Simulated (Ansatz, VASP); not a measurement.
## Two plane-wave programs on AlBiO4

The input INCAR:

```
PREC = Accurate
ENCUT = 600
EDIFF = 1E-7
ISMEAR = 0
SIGMA = 0.1
LREAL = False
LASPH = True
NELM = 100
ALGO = Normal
ISIF = 3
LWAVE = False
LCHARG = False
GGA = PE
IBRION = 2
NSW = 100
EDIFFG = -0.01
```

Contents of KPOINTS:

```
Automatic mesh
0
Gamma
  12 12 6
```

File POSCAR:

```
AlBiO4
1.0
    3.6519812357      0.0000000000      0.0000000000
   -1.8259906179      3.1627085243      0.0000000000
    0.0000000000      0.0000000000      7.8333257337
Al Bi O
1 1 4
Direct
    0.0000000000      0.0000000000      0.0000000000
    0.0000000000      0.0000000000      0.5000000000
    0.0000000000      0.0000000000      0.7679765139
    0.0000000000      0.0000000000      0.2320234861
    0.3333333333      0.6666666667      0.0000000000
    0.6666666667      0.3333333333      0.0000000000
```

Input for Ansatz:

```yaml
crystal:
  lattice:
    - [3.6519812357, 0.0, 0.0]
    - [-1.8259906179, 3.1627085243, 0.0]
    - [0.0, 0.0, 7.8333257337]
  atoms:
    - { symbol: Al, position: [0.0, 0.0, 0.0] }
    - { symbol: Bi, position: [0.0, 0.0, 0.5] }
    - { symbol: O, position: [0.0, 0.0, 0.7679765139] }
    - { symbol: O, position: [0.0, 0.0, 0.2320234861] }
    - { symbol: O, position: [0.3333333333, 0.6666666667, 0.0] }
    - { symbol: O, position: [0.6666666667, 0.3333333333, 0.0] }
basis:
  ecutwfc: 420
kpoints:
  mp_grid: { grid: [12, 12, 6] }
hamiltonian:
  xc: pbe
scf:
  occupations: { method: gaussian, width: 0.1 }
output:
  forces: true
  stress: true
  eigenvalues: true
  write_density: true
  write_potential: true
  elf: true
  volumetric_format: npy
relax:
  adjacent_minimum: "off"
  f_tol: 0.01
  max_steps: 80
  cell: { stress_tol: 0.05 }
```

Alike in both runs: task relaxation of cell and atoms; functional PBE; k mesh 12 × 12 × 6; occupations gaussian, width 0.1 eV; no spin polarisation.

```csv
,VASP,Ansatz
version,VASP 6.6.1,Ansatz 0.2.0
potentials or method,"VASP PAW PBE potentials, release 64 (Al, Bi_d, O), cutoff 600 eV","scalar-relativistic, plane waves, PAW"
valence electrons in the cell,42,42
```

|  | VASP | Ansatz | Ansatz less VASP |
| --- | --- | --- | --- |
| gap on the k mesh at the Fermi level, each at its own relaxed structure (eV) | none | none | - |
| relaxed volume (Å³/atom) | 15.04 | 15.08 | +0.031 |
| relaxed cell length with the largest relative difference (Å) | 3.646 | 3.651 | +0.0048 |

A gap of «none» marks a metal or a gap that the smearing closes.

Spin-orbit coupling is off throughout.
